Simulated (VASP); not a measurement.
# CdTe (I-4m2) in VASP: further runs

Runs on CdTe. Level: r2SCAN. Tasks: single point.

Everything below comes from runs of VASP 6.6.1. Logs are shortened: lines on timing, memory, paths and dates and some standing lists are left out, and cuts for length are marked.

## 1. The cell of the first run

The structure is tetragonal, space group I-4m2 (No. 119). Conventional cell: a = 4.636 Å, b = 4.636 Å, c = 5.900 Å, α = 90.00°, β = 90.00°, γ = 90.00°. Within 3.6 Å of Cd (site symmetry -4m2) lie 4 Te at 2.75 Å. Te (site symmetry -4m2) has 4 Cd at 2.75 Å within 3.6 Å.

## 2. Single point, r2SCAN (strain -0.1000 x Voigt [0, 1, 0, 0, 0, 0])

Input file POSCAR:

```
CdTe
1.0
    0.0000000000      2.9501069615      3.2778966239
    3.2778966239      0.0000000000      3.2778966239
    3.2778966239      2.9501069615      0.0000000000
Cd Te
1 1
Direct
    0.0000000000      0.0000000000      0.0000000000
    0.7500000000      0.7500000000      0.7500000000
```

Input file INCAR.step1:

```
SYSTEM = CdTe
  PREC = Accurate
  ENCUT = 520
  ISMEAR = 0
  SIGMA = 0.05
  LREAL = .FALSE.
  LASPH = .TRUE.
  NELM = 60
  NBANDS = 16
  GGA = PE
  ALGO = Normal
  EDIFF = 1E-4
  LWAVE = .TRUE.
  LCHARG = .FALSE.
```

Input file INCAR.step2:

```
SYSTEM = CdTe
  PREC = Accurate
  ENCUT = 520
  EDIFF = 1E-6
  ISMEAR = 0
  SIGMA = 0.05
  LREAL = .FALSE.
  LASPH = .TRUE.
  NELM = 60
  ALGO = Normal
  ISIF = 2
  LWAVE = .FALSE.
  LCHARG = .FALSE.
  METAGGA = R2SCAN
  LMIXTAU = .TRUE.
  NBANDS = 16
  ISTART = 1
```

Input file KPOINTS:

```
regular mesh
0
G
  8 8 8
  0 0 0
```

Potentials or basis: VASP PAW PBE potentials, release 64 (Cd, Te).

Launch:

```sh
cat potpaw_PBE.64/Cd/POTCAR potpaw_PBE.64/Te/POTCAR > POTCAR
cp INCAR.step1 INCAR
mpirun -np 1 vasp_std > vasp.out
cp INCAR.step2 INCAR
mpirun -np 1 vasp_std > vasp.out
```

OUTCAR:

```text
SYSTEM = CdTe
   PREC = Accurate
   ENCUT = 520
   EDIFF = 1E-6
   ISMEAR = 0
   LREAL = .FALSE.
   LASPH = .TRUE.
   NELM = 60
   ISIF = 2
   METAGGA = R2SCAN
   ISTART = 1

 ion  position               nearest neighbor table
   1  0.000  0.000  0.000-   2 2.75   2 2.75   2 2.75   2 2.75
   2  0.750  0.750  0.750-   1 2.75   1 2.75   1 2.75   1 2.75

  LATTYP: Found a body centered tetragonal cell.
 ALAT       =     4.6356458616
 C/A-ratio  =     1.2727922061

  Lattice vectors:

 A1 = (   0.0000000000,  -2.9501069615,   3.2778966239)
 A2 = (   0.0000000000,  -2.9501069615,  -3.2778966239)
 A3 = (   3.2778966239,   2.9501069615,   0.0000000000)

Analysis of symmetry for initial positions (statically):
=====================================================================
 Subroutine PRICEL returns:
 Original cell was already a primitive cell.

 Routine SETGRP: Setting up the symmetry group for a
 body centered tetragonal supercell.

 Subroutine GETGRP returns: Found  8 space group operations
 (whereof  8 operations were pure point group operations)
 out of a pool of 16 trial point group operations.

The static configuration has the point symmetry D_2d.

Analysis of symmetry for dynamics (positions and initial velocities):
=====================================================================
 Subroutine PRICEL returns:
 Original cell was already a primitive cell.

 Routine SETGRP: Setting up the symmetry group for a
 body centered tetragonal supercell.

 Subroutine GETGRP returns: Found  8 space group operations
 (whereof  8 operations were pure point group operations)
 out of a pool of 16 trial point group operations.

The dynamic configuration has the point symmetry D_2d.

 Subroutine INISYM returns: Found  8 space group operations
 (whereof  8 operations are pure point group operations),
 and found     1 'primitive' translations

----------------------------------------------------------------------------------------

                                     Primitive cell

  volume of cell :      63.3955

  direct lattice vectors                    reciprocal lattice vectors
     0.000000000  2.950106961  3.277896624    -0.152536842  0.169485380  0.152536842
     3.277896624  0.000000000  3.277896624     0.152536842 -0.169485380  0.152536842
     3.277896624  2.950106961  0.000000000     0.152536842  0.169485380 -0.152536842

  length of vectors
     4.409958884  4.635645862  4.409958884     0.274336054  0.274336054  0.274336054

[... 81 lines left out ...]
   LREAL  =      F    real-space projection
   EDIFFG = 0.1E-04   stopping-criterion for IOM
   NSW    =      0    number of steps for IOM
   IBRION =     -1    ionic relax: 0-MD 1-quasi-New 2-CG
   NFREE  =      0    steps in history (QN), initial steepest desc. (CG)
   ISIF   =      2    stress and relaxation
   ISYM   =      2    0-nonsym 1-usesym 2-fastsym
   POTIM  = 0.5000    time-step for ionic-motion
   TEBEG  =    0.0;   TEEND  =   0.0 temperature during run
   PSTRESS=    0.0 pullay stress
   NELECT =      18.0000    total number of electrons
   NUPDOWN=      -1.0000    fix difference up-down
   EMIN   =  10.00;   EMAX   =-10.00  energy-range for DOS
   EFERMI =   0.00;   METHOD = LEGACY
   ISMEAR =     0;   SIGMA  =   0.05  broadening in eV -4-tet -1-fermi 0-gaus
   EFERMI_NEDOS =   21; number of points for ismear=-14 and -15
   IALGO  =     38    algorithm
   IMIX   =      4    mixing-type and parameters
     AMIX     =   0.40;   BMIX     =  1.00
     AMIX_MAG =   1.60;   BMIX_MAG =  1.00
  volume/ion in A,a.u.               =      31.70       213.91
  Fermi-wavevector in a.u.,A,eV,Ry     =   1.076002  2.033348 15.752545  1.157779
  Thomas-Fermi vector in A             =   2.211874
   LORBIT       =      0    0 simple, 1 ext, 2 COOP (PROOUT), +10 PAW based schemes
   METAGGA = R2SCAN    functional components
   LHFCALC =     F    Hartree Fock is set to
   AEXX    =    0.0000 exact exchange contribution
   IVDW    =     0    specifies the selected vdW correction
   LEPSILON=     F    determine dielectric tensor
   LRPA    =     F    only Hartree local field effects (RPA)
 non-spin polarized calculation
 Gauss-broadening in eV      SIGMA  =   0.05
  energy-cutoff  :      520.00
  volume of cell :       63.40
 maximum number of plane-waves:      1719
 NGX is ok and might be reduce to    36
   NGX = 17   NGY = 17   NGZ = 17

 number of electron      18.0000004 magnetization

 Free energy of the ion-electron system (eV)
  ---------------------------------------------------
  ext. energy  EPLUGINS =         0.00000000
  ---------------------------------------------------
  free energy    TOTEN  =       -46.51560100 eV

  energy without entropy =      -46.51560100  energy(sigma->0) =      -46.51560100

 E-fermi :   3.2513     XC(G=0):  -9.4469

 val. band max:        2.9671353501   @ k =   0.0000   0.0000   0.0000
 cond. band min:       4.2553267374   @ k =   0.0000   0.0000   0.0000
 fundamental gap:      1.2881913873
 Fermi energy:         3.2513104486

 k-point     1 :       0.0000    0.0000    0.0000
  band No.  band energies     occupation
      1      -9.1813      2.00000
      2      -6.0484      2.00000
      3      -6.0484      2.00000
      4      -6.0257      2.00000
      5      -5.7176      2.00000
      6      -5.6916      2.00000
[... 433 lines left out ...]
      3      -5.9591      2.00000
      4      -5.7673      2.00000
      5      -5.6854      2.00000
      6      -5.4936      2.00000
[... 8 lines left out ...]
     15      12.9691      0.00000
     16      13.4499      0.00000

 [... further k-points ...]

------------------------ aborting loop because EDIFF is reached ----------------------------------------

  FORCE on cell =-STRESS in cart. coord.  units (eV):
  Direction    XX          YY          ZZ          XY          YZ          ZX
  --------------------------------------------------------------------------------------
  -------------------------------------------------------------------------------------
  Total        2.0138537      2.3558821      2.0138537      0.0000000      0.0000000      0.0000000
  in kB       50.8955994     59.5395934     50.8955994      0.0000000      0.0000000      0.0000000
  external PRESSURE =      53.7769307 kB  Pullay stress =       0.0000000 kB

 VOLUME and BASIS-vectors are now :
 -----------------------------------------------------------------------------
  energy-cutoff  :      520.00
  volume of cell :       63.40
      direct lattice vectors                 reciprocal lattice vectors
     0.000000000  2.950106961  3.277896624    -0.152536842  0.169485380  0.152536842
     3.277896624  0.000000000  3.277896624     0.152536842 -0.169485380  0.152536842
     3.277896624  2.950106961  0.000000000     0.152536842  0.169485380 -0.152536842

 POSITION                                       TOTAL-FORCE (eV/Angst)
 -----------------------------------------------------------------------------------
      0.00000      0.00000      0.00000        -0.000000     -0.000000     -0.000000
      4.91684      4.42516      4.91684         0.000000      0.000000      0.000000
 -----------------------------------------------------------------------------------
    total drift:                               -0.000002      0.000006     -0.000002

  FREE ENERGIE OF THE ION-ELECTRON SYSTEM (eV)
  ---------------------------------------------------
  free  energy   TOTEN  =       -46.5156009967 eV

  energy  without entropy=      -46.5156009967  energy(sigma->0) =      -46.51560100
```

Wall time 3.6 min (1 thread of Intel Xeon 8259CL, shared host); peak memory 0.26 GiB.

What came out:

* Free energy: -46.5156 eV
* Pressure: 5.4 GPa
* Band gap on the k mesh: 1.29 eV

Caveat: the cell differs from its parent crystal (strain -0.1000 x Voigt [0, 1, 0, 0, 0, 0]); the cell stands under pressure; the PAW data sets were made with another functional, which shifts forces and pressure a little; spin-orbit coupling is left out, which moves the levels of the heavy elements.

## 3. Single point, r2SCAN (strain -0.0750 x Voigt [0, 1, 0, 0, 0, 0])

Input file POSCAR:

```
CdTe
1.0
    0.0000000000      3.0320543771      3.2778966239
    3.2778966239      0.0000000000      3.2778966239
    3.2778966239      3.0320543771      0.0000000000
Cd Te
1 1
Direct
    0.0000000000      0.0000000000      0.0000000000
    0.7500000000      0.7500000000      0.7500000000
```

Input file INCAR.step1:

```
PREC     = Accurate       # precision mode
ENCUT    = 520            # plane-wave cutoff, eV
ISMEAR   = 0              # smearing method
SIGMA    = 0.05           # smearing width, eV
LREAL    = F              # projectors in reciprocal space
LASPH    = T              # aspherical terms in the spheres
NELM     = 60             # most SCF steps
NBANDS   = 16             # bands
GGA      = PE             # functional
ALGO     = Normal         # electronic algorithm
EDIFF    = 1E-4           # SCF threshold, eV
LWAVE    = T              # write WAVECAR
LCHARG   = F              # write CHGCAR
```

Input file INCAR.step2:

```
PREC     = Accurate       # precision mode
ENCUT    = 520            # plane-wave cutoff, eV
EDIFF    = 1E-6           # SCF threshold, eV
ISMEAR   = 0              # smearing method
SIGMA    = 0.05           # smearing width, eV
LREAL    = F              # projectors in reciprocal space
LASPH    = T              # aspherical terms in the spheres
NELM     = 60             # most SCF steps
ALGO     = Normal         # electronic algorithm
ISIF     = 2              # what is computed and relaxed
LWAVE    = F              # write WAVECAR
LCHARG   = F              # write CHGCAR
METAGGA  = R2SCAN         # meta-GGA
LMIXTAU  = T            
NBANDS   = 16             # bands
ISTART   = 1
```

Input file KPOINTS:

```
Automatic mesh
0
Gamma
  8 8 8
```

Potentials or basis: VASP PAW PBE potentials, release 64 (Cd, Te).

Launch:

```sh
cat potpaw_PBE.64/Cd/POTCAR potpaw_PBE.64/Te/POTCAR > POTCAR
cp INCAR.step1 INCAR
mpirun -np 1 vasp_std > vasp.out
cp INCAR.step2 INCAR
mpirun -np 1 vasp_std > vasp.out
```

It took 4 min on 1 thread of Intel Xeon 8259CL, shared host; peak memory 0.26 GiB.

It converged, with:

- Free energy: -46.5723 eV
- Pressure: 3.8 GPa
- Band gap on the k mesh: 1.25 eV

Stress tensor (GPa, compression positive):
```
3.55 0.00 0.00
0.00 4.39 0.00
0.00 0.00 3.55
```

Levels at points of the mesh, in eV from the valence-band top:
```
           k point  band 6  band 7  band 8  band 9  band 10  band 11  band 12  band 13
(0.00, 0.00, 0.00)   -8.54   -0.23   -0.23    0.00     1.25     4.87     4.89     4.89
(0.50, 0.00, 0.00)   -8.14   -4.90   -1.20   -0.81     2.07     5.17     5.75     7.36
(0.50, 0.50, 0.00)   -8.02   -4.85   -2.14   -2.01     2.76     3.05     9.31     9.44
(0.50, 0.00, 0.50)   -7.87   -4.44   -2.44   -2.44     2.40     2.43     9.87     9.87
```

Caveat: the cell differs from its parent crystal (strain -0.0750 x Voigt [0, 1, 0, 0, 0, 0]); the cell stands under pressure; the PAW data sets were made with another functional, which shifts forces and pressure a little; spin-orbit coupling is left out, which moves the levels of the heavy elements.
